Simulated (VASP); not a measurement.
# MgO (Fm-3m) in VASP: further runs

The runs below take MgO through single point, relaxation of cell and atoms, with PBE+D3(BJ).

Everything below comes from runs of VASP 6.6.1. Logs are shortened: lines on timing, memory, paths and dates and some standing lists are left out, and cuts for length are marked.

**1. The cell of the first run**

Symmetry: Fm-3m, No. 225, cubic system. The conventional cell has a = 4.049 Å, b = 4.049 Å, c = 4.049 Å, α = 90.00°, β = 90.00°, γ = 90.00°. Within 2.7 Å of Mg (site symmetry m-3m) lie 6 O at 2.02 Å. Within 2.7 Å of O (site symmetry m-3m) lie 6 Mg at 2.02 Å.

**2. Single point, PBE+D3(BJ)**

INCAR reads:

```
SYSTEM = MgO
PREC = Accurate
ENCUT = 600
EDIFF = 1E-6
ISMEAR = 0
SIGMA = 0.02
LREAL = .False.
LASPH = .True.
NELM = 120
ALGO = Normal
ISIF = 2
LWAVE = .False.
LCHARG = .False.
GGA = PE
IVDW = 12
NBANDS = 11
GGA_COMPAT = .False.
```

KPOINTS reads:

```
Automatic mesh
0
Gamma
  10 10 10
  0 0 0
```

POSCAR reads:

```
MgO
1.0
    0.0000000000      2.0247364126      2.0247364126
    2.0247364126      0.0000000000      2.0247364126
    2.0247364126      2.0247364126      0.0000000000
Mg O
1 1
Direct
    0.0000000000      0.0000000000      0.0000000000
    0.5000000000      0.5000000000      0.5000000000
```

Potentials or basis: VASP PAW PBE potentials, release 64 (Mg, O).

Launch:

```bash
$ cat potpaw_PBE.64/Mg/POTCAR potpaw_PBE.64/O/POTCAR > POTCAR
$ mpirun -np 1 vasp_std > vasp.out
```

OUTCAR:

```text
SYSTEM = MgO
   PREC = Accurate
   ENCUT = 600
   EDIFF = 1E-6
   ISMEAR = 0
   LREAL = .False.
   LASPH = .True.
   NELM = 120
   ISIF = 2
   GGA = PE
   IVDW = 12
 IVDW          = 12

 ion  position               nearest neighbor table
   1  0.000  0.000  0.000-   2 2.02   2 2.02   2 2.02   2 2.02   2 2.02   2 2.02
   2  0.500  0.500  0.500-   1 2.02   1 2.02   1 2.02   1 2.02   1 2.02   1 2.02

  LATTYP: Found a face centered cubic cell.
 ALAT       =     4.0494728252

  Lattice vectors:

 A1 = (   0.0000000000,   2.0247364126,   2.0247364126)
 A2 = (   2.0247364126,   0.0000000000,   2.0247364126)
 A3 = (   2.0247364126,   2.0247364126,   0.0000000000)

Analysis of symmetry for initial positions (statically):
=====================================================================
 Subroutine PRICEL returns:
 Original cell was already a primitive cell.

 Routine SETGRP: Setting up the symmetry group for a
 face centered cubic supercell.

 Subroutine GETGRP returns: Found 48 space group operations
 (whereof 48 operations were pure point group operations)
 out of a pool of 48 trial point group operations.

The static configuration has the point symmetry O_h .

Analysis of symmetry for dynamics (positions and initial velocities):
=====================================================================
 Subroutine PRICEL returns:
 Original cell was already a primitive cell.

 Routine SETGRP: Setting up the symmetry group for a
 face centered cubic supercell.

 Subroutine GETGRP returns: Found 48 space group operations
 (whereof 48 operations were pure point group operations)
 out of a pool of 48 trial point group operations.

The dynamic configuration has the point symmetry O_h .

 Subroutine INISYM returns: Found 48 space group operations
 (whereof 48 operations are pure point group operations),
 and found     1 'primitive' translations

----------------------------------------------------------------------------------------

                                     Primitive cell

  volume of cell :      16.6010

  direct lattice vectors                    reciprocal lattice vectors
     0.000000000  2.024736413  2.024736413    -0.246945724  0.246945724  0.246945724
     2.024736413  0.000000000  2.024736413     0.246945724 -0.246945724  0.246945724
     2.024736413  2.024736413  0.000000000     0.246945724  0.246945724 -0.246945724

  length of vectors
     2.863409695  2.863409695  2.863409695     0.427722541  0.427722541  0.427722541

  position of ions in fractional coordinates (direct lattice)
     0.000000000  0.000000000  0.000000000
     0.500000000  0.500000000  0.500000000

  ion indices of the primitive-cell ions
   primitive index   ion index
                 1           1
                 2           2

----------------------------------------------------------------------------------------

 KPOINTS: Automatic mesh

Automatic generation of k-mesh.
 Grid dimensions read from file:
 generate k-points for:   10   10   10

 Generating k-lattice:

  Cartesian coordinates                     Fractional coordinates (reciprocal lattice)
    -0.024694572  0.024694572  0.024694572     0.100000000  0.000000000  0.000000000
     0.024694572 -0.024694572  0.024694572     0.000000000  0.100000000  0.000000000
     0.024694572  0.024694572 -0.024694572     0.000000000  0.000000000  0.100000000

  Length of vectors
     0.042772254  0.042772254  0.042772254

  Shift w.r.t. Gamma in fractional coordinates (k-lattice)
     0.000000000  0.000000000  0.000000000

 Subroutine IBZKPT returns following result:
 ===========================================

 Found     47 irreducible k-points:

 Following reciprocal coordinates:
            Coordinates               Weight
  0.000000  0.000000  0.000000      1.000000
  0.100000  0.000000  0.000000      8.000000
  0.200000  0.000000  0.000000      8.000000
  0.300000  0.000000  0.000000      8.000000
  0.400000  0.000000  0.000000      8.000000
  0.500000  0.000000  0.000000      4.000000
[... 16 lines left out ...]
  0.300000  0.300000  0.000000      6.000000
  0.400000  0.300000  0.000000     24.000000
 [... further k-points ...]
   k-points           NKPTS =     47   k-points in BZ     NKDIM =     47   number of bands    NBANDS=     11
   number of dos      NEDOS =    301   number of ions     NIONS =      2
   total plane-waves  NPLWV =  13824
   dimension x,y,z NGX =    24 NGY =   24 NGZ =   24
   dimension x,y,z NGXF=    48 NGYF=   48 NGZF=   48
   ions per type =               1   1
   NGX,Y,Z   is equivalent  to a cutoff of  13.93, 13.93, 13.93 a.u.
   NGXF,Y,Z  is equivalent  to a cutoff of  27.87, 27.87, 27.87 a.u.
 SYSTEM =  MgO
   PREC   = accura    normal or accurate (medium, high low for compatibility)
   ISTART =      0    job   : 0-new  1-cont  2-samecut
   ICHARG =      2    charge: 1-file 2-atom 10-const
   ISPIN  =      1    spin polarized calculation?
   LNONCOLLINEAR =      F non collinear calculations
   LSORBIT =      F    spin-orbit coupling
   LASPH  =      T    aspherical Exc in radial PAW
   ENCUT  =  600.0 eV  44.10 Ry    6.64 a.u.   5.72  5.72  5.72*2*pi/ulx,y,z
   NELM   =    120;   NELMIN=  2; NELMDL= -5     # of ELM steps
   EDIFF  = 0.1E-05   stopping-criterion for ELM
   LREAL  =      F    real-space projection
   EDIFFG = 0.1E-04   stopping-criterion for IOM
   NSW    =      0    number of steps for IOM
   IBRION =     -1    ionic relax: 0-MD 1-quasi-New 2-CG
   NFREE  =      0    steps in history (QN), initial steepest desc. (CG)
   ISIF   =      2    stress and relaxation
   ISYM   =      2    0-nonsym 1-usesym 2-fastsym
   POTIM  = 0.5000    time-step for ionic-motion
   TEBEG  =    0.0;   TEEND  =   0.0 temperature during run
   PSTRESS=    0.0 pullay stress
   NELECT =       8.0000    total number of electrons
   NUPDOWN=      -1.0000    fix difference up-down
   EMIN   =  10.00;   EMAX   =-10.00  energy-range for DOS
   EFERMI =   0.00;   METHOD = LEGACY
   ISMEAR =     0;   SIGMA  =   0.02  broadening in eV -4-tet -1-fermi 0-gaus
   EFERMI_NEDOS =   21; number of points for ismear=-14 and -15
   IALGO  =     38    algorithm
   IMIX   =      4    mixing-type and parameters
     AMIX     =   0.40;   BMIX     =  1.00
     AMIX_MAG =   1.60;   BMIX_MAG =  1.00
  volume/ion in A,a.u.               =       8.30        56.01
  Fermi-wavevector in a.u.,A,eV,Ry     =   1.283492  2.425447 22.413564  1.647350
  Thomas-Fermi vector in A             =   2.415741
   LORBIT       =      0    0 simple, 1 ext, 2 COOP (PROOUT), +10 PAW based schemes
   GGA     = PE    functional components
   LHFCALC =     F    Hartree Fock is set to
   AEXX    =    0.0000 exact exchange contribution
   IVDW    =    12    specifies the selected vdW correction
   LEPSILON=     F    determine dielectric tensor
   LRPA    =     F    only Hartree local field effects (RPA)
 non-spin polarized calculation
 Gauss-broadening in eV      SIGMA  =   0.02
  energy-cutoff  :      600.00
  volume of cell :       16.60
 maximum number of plane-waves:       568
   NGX = 11   NGY = 11   NGZ = 11

 number of electron       7.9999999 magnetization

 Free energy of the ion-electron system (eV)
  ---------------------------------------------------
  ext. energy  EPLUGINS =         0.00000000
  ---------------------------------------------------
  free energy    TOTEN  =       -11.70684648 eV

  energy without entropy =      -11.70684648  energy(sigma->0) =      -11.70684648

 E-fermi :   4.2134     XC(G=0): -11.6519

 val. band max:        4.1313795600   @ k =   0.0000   0.0000   0.0000
 cond. band min:      10.0970898895   @ k =   0.0000   0.0000   0.0000
 fundamental gap:      5.9657103295
 Fermi energy:         4.2134208501

 k-point     1 :       0.0000    0.0000    0.0000
  band No.  band energies     occupation
      1     -13.7822      2.00000
      2       4.1314      2.00000
      3       4.1314      2.00000
      4       4.1314      2.00000
      5      10.0971      0.00000
      6      20.5965      0.00000
      7      20.5965      0.00000
      8      20.5965      0.00000
      9      24.8364      0.00000
     10      26.7556      0.00000
     11      26.7556      0.00000

 k-point     2 :       0.1000    0.0000    0.0000
  band No.  band energies     occupation
      1     -13.6535      2.00000
      2       3.4540      2.00000
      3       4.0482      2.00000
      4       4.0482      2.00000
      5      10.7114      0.00000
      6      19.3115      0.00000
      7      20.8823      0.00000
      8      20.8823      0.00000
      9      26.1864      0.00000
     10      26.1864      0.00000
     11      26.7094      0.00000

 k-point     3 :       0.2000    0.0000    0.0000
  band No.  band energies     occupation
      1     -13.2970      2.00000
      2       2.0114      2.00000
      3       3.8380      2.00000
      4       3.8380      2.00000
      5      11.8807      0.00000
      6      17.8405      0.00000
      7      21.5183      0.00000
      8      21.5183      0.00000
      9      25.5586      0.00000
     10      25.5586      0.00000
     11      28.3417      0.00000
[... 267 lines left out ...]
 k-point    23 :       0.3000    0.3000    0.0000
  band No.  band energies     occupation
      1     -12.5663      2.00000
      2       0.6527      2.00000
      3       3.0669      2.00000
      4       3.0669      2.00000
      5      14.3062      0.00000
      6      14.7878      0.00000
      7      19.9221      0.00000
      8      23.5446      0.00000
      9      23.5446      0.00000
     10      29.6319      0.00000
     11      34.0467      0.00000

 k-point    24 :       0.4000    0.3000    0.0000
  band No.  band energies     occupation
      1     -12.2567      2.00000
      2       0.1531      2.00000
      3       2.6484      2.00000
      4       2.8987      2.00000
      5      14.4087      0.00000
      6      15.2046      0.00000
      7      19.0493      0.00000
      8      23.9169      0.00000
      9      24.1489      0.00000
     10      30.5078      0.00000
     11      33.5888      0.00000

 [... further k-points ...]

------------------------ aborting loop because EDIFF is reached ----------------------------------------

 Edisp (eV)   -0.66232

 E8    (eV) :    -0.2597

  FORCE on cell =-STRESS in cart. coord.  units (eV):
  Direction    XX          YY          ZZ          XY          YZ          ZX
  --------------------------------------------------------------------------------------
  -------------------------------------------------------------------------------------
  Total       2.30638     2.30638     2.30638    -0.00000     0.00000    -0.00000
  in kB     222.59034   222.59034   222.59034    -0.00000     0.00000    -0.00000
  external pressure =      222.59 kB  Pullay stress =        0.00 kB

 VOLUME and BASIS-vectors are now :
 -----------------------------------------------------------------------------
  energy-cutoff  :      600.00
  volume of cell :       16.60
      direct lattice vectors                 reciprocal lattice vectors
     0.000000000  2.024736413  2.024736413    -0.246945724  0.246945724  0.246945724
     2.024736413  0.000000000  2.024736413     0.246945724 -0.246945724  0.246945724
     2.024736413  2.024736413  0.000000000     0.246945724  0.246945724 -0.246945724

 POSITION                                       TOTAL-FORCE (eV/Angst)
 -----------------------------------------------------------------------------------
      0.00000      0.00000      0.00000         0.000000      0.000000      0.000000
      2.02474      2.02474      2.02474        -0.000000     -0.000000     -0.000000
 -----------------------------------------------------------------------------------
    total drift:                               -0.000000     -0.000000      0.000000

  FREE ENERGIE OF THE ION-ELECTRON SYSTEM (eV)
  ---------------------------------------------------
  free  energy   TOTEN  =       -12.3691626848 eV

  energy  without entropy=      -12.3691626848  energy(sigma->0) =      -12.36916268
```

It took 16 s on 1 thread of Intel Xeon 8259CL, shared host; peak memory 0.13 GiB.

Results:

```
Free energy                : -12.3692 eV
Pressure                   : 22.3 GPa
Band gap on the k mesh     : 5.97 eV
Dispersion energy per atom : -0.331 eV
```

Caveat: the cell stands under pressure.

**3. Relaxation of cell and atoms, PBE+D3(BJ), target pressure 23.2 GPa, at which the enthalpy is minimised**

INCAR reads:

```
  PREC = Accurate
  ENCUT = 600
  EDIFF = 1E-7
  ISMEAR = 0
  SIGMA = 0.02
  LREAL = False
  LASPH = True
  NELM = 120
  ALGO = Normal
  ISIF = 3
  LWAVE = False
  LCHARG = False
  GGA = PE
  IVDW = 12
  IBRION = 2
  NSW = 100
  EDIFFG = -0.002
  PSTRESS = 232.0
  GGA_COMPAT = False
  NELMIN = 4
```

KPOINTS reads:

```
Automatic mesh
0
Gamma
  10 10 10
```

POSCAR is that of step 2.

Potentials or basis: VASP PAW PBE potentials, release 64 (Mg, O).

Launch:

```bash
$ cat potpaw_PBE.64/Mg/POTCAR potpaw_PBE.64/O/POTCAR > POTCAR
$ mpirun -np 1 vasp_std > vasp.out
```

Run time: 20 s. Hardware: 1 thread of Intel Xeon 8259CL, shared host; peak memory 0.13 GiB.

Results (log left out):

```
Free energy                                                : -12.3607 eV
Relaxed volume                                             : 8.27 Å³/atom
Relaxed cell                                               : a = 2.860 Å, b = 2.860 Å, c = 2.860 Å, α = 60.00°, β = 60.00°, γ = 60.00°
Space group after relaxing (to 0.1 Å)                      : Fm-3m (No. 225)
Energy change on relaxing (the run minimises the enthalpy) : +4.2 meV/atom
Ionic steps                                                : 3
Pressure after relaxing                                    : 23.2 GPa
Band gap on the k mesh                                     : 6.01 eV
Dispersion energy per atom                                 : -0.332 eV
```

Step by step:
| step | energy change (eV) | largest force (eV/Å) | pressure (GPa) | volume (Å³) |
| --- | --- | --- | --- | --- |
| 1 | 0.0000 | 0.0000 | 22.30 | 16.60 |
| 2 | 0.0162 | 0.0000 | 24.02 | 16.49 |
| 3 | 0.0085 | 0.0000 | 23.21 | 16.54 |

Final structure:
```
Mg O
1.0
     0.00000    2.02231    2.02231
     2.02231    0.00000    2.02231
     2.02231    2.02231    0.00000
Mg O
1 1
Direct
  0.00000 0.00000 0.00000
  0.50000 0.50000 0.50000
```

Levels at points of the mesh, in eV from the valence-band top:
| k point | band 1 | band 2 | band 3 | band 4 | band 5 | band 6 | band 7 | band 8 |
| --- | --- | --- | --- | --- | --- | --- | --- | --- |
| (0.00, 0.00, 0.00) | -17.93 | 0.00 | 0.00 | 0.00 | 6.01 | 16.49 | 16.49 | 16.49 |
| (0.50, 0.00, 0.00) | -16.32 | -5.18 | -0.80 | -0.80 | 8.70 | 14.03 | 17.60 | 17.60 |
| (0.50, 0.50, 0.00) | -16.02 | -4.61 | -1.53 | -1.53 | 9.24 | 11.37 | 14.45 | 20.92 |

Caveat: the cell is relaxed towards a set pressure, so the run minimises the enthalpy, not the energy. Expect the measured gap to be larger: semilocal functionals such as PBE lack the derivative discontinuity.

**4. Relaxation of cell and atoms, PBE+D3(BJ), target pressure 23.2 GPa, at which the enthalpy is minimised**

This run uses another cell than the first one, of 9.37 Å³/atom.

INCAR is that of step 3.

KPOINTS is that of step 3.

POSCAR reads:

```
MgO
1.0
    0.0000000000      2.1085000000      2.1085000000
    2.1085000000      0.0000000000      2.1085000000
    2.1085000000      2.1085000000      0.0000000000
Mg O
1 1
Direct
    0.0000000000      0.0000000000      0.0000000000
    0.5000000000      0.5000000000      0.5000000000
```

Launch:

```bash
$ cat potpaw_PBE.64/Mg/POTCAR potpaw_PBE.64/O/POTCAR > POTCAR
$ mpirun -np 1 vasp_std > vasp.out
```

Wall time 35 s (1 thread of Intel Xeon 8259CL, shared host); peak memory 0.13 GiB.

It converged, with:

- Free energy: -12.3667 eV
- Relaxed volume: 8.27 Å³/atom
- Relaxed cell: a = 2.860 Å, b = 2.860 Å, c = 2.860 Å, α = 60.00°, β = 60.00°, γ = 60.00°
- Space group after relaxing (to 0.1 Å): Fm-3m (No. 225)
- Energy change on relaxing (the run minimises the enthalpy): +64.0 meV/atom
- Ionic steps: 6
- Pressure after relaxing: 23.2 GPa
- Band gap on the k mesh: 6.01 eV
- Dispersion energy per atom: -0.333 eV

Step by step:
```csv
step,energy change (eV),largest force (eV/Å),pressure (GPa),volume (Å³)
1,0.0000,0.0000,-2.02,18.75
2,0.4759,0.0000,52.67,15.02
3,0.1244,0.0000,22.82,16.56
4,0.1304,0.0000,23.47,16.52
5,0.1260,0.0000,23.00,16.55
6,0.1280,0.0000,23.20,16.54
```

Final structure:
```
Mg O
1.0
     0.00000    2.02209    2.02209
     2.02209    0.00000    2.02209
     2.02209    2.02209    0.00000
Mg O
1 1
Cartesian
  2.0221 4.0442 2.0221
  2.0221 2.0221 2.0221
```

Levels at points of the mesh, in eV from the valence-band top:
```csv
k point,band 2,band 3,band 4,band 5,band 6,band 7
"(0.00, 0.00, 0.00)",0.00,0.00,0.00,6.01,16.49,16.49
"(0.50, 0.00, 0.00)",-5.18,-0.80,-0.80,8.70,14.04,17.61
"(0.50, 0.50, 0.00)",-4.61,-1.53,-1.53,9.24,11.37,14.46
```

Caveat: the cell is relaxed towards a set pressure, so the run minimises the enthalpy, not the energy.

**5. Overview**

| task | cell | gap on the mesh (eV) | pressure (GPa) |
| --- | --- | --- | --- |
| single point | a = 2.863 Å, angles 60.0°, 2 atoms | 5.97 | 22.3 |
| relaxation of cell and atoms | relaxed to 23.2 GPa from a = 2.863 Å, angles 60.0°, 2 atoms | 6.01 | 23.2 |
| relaxation of cell and atoms | relaxed to 23.2 GPa from a = 2.982 Å, angles 60.0°, 2 atoms | 6.01 | 23.2 |

Alike in all rows: level PBE+D3(BJ); potentials or basis VASP PAW PBE potentials, release 64 (Mg, O); no spin polarisation; k mesh 10 × 10 × 10; cutoff (eV) 600; smearing gaussian 0.02 eV.

Caveats: the cell is relaxed towards a set pressure, so the run minimises the enthalpy, not the energy (at least some runs); the cell stands under pressure (at least some runs).

Total energies depend on the potentials used, so only differences within one code and one set of settings carry meaning.
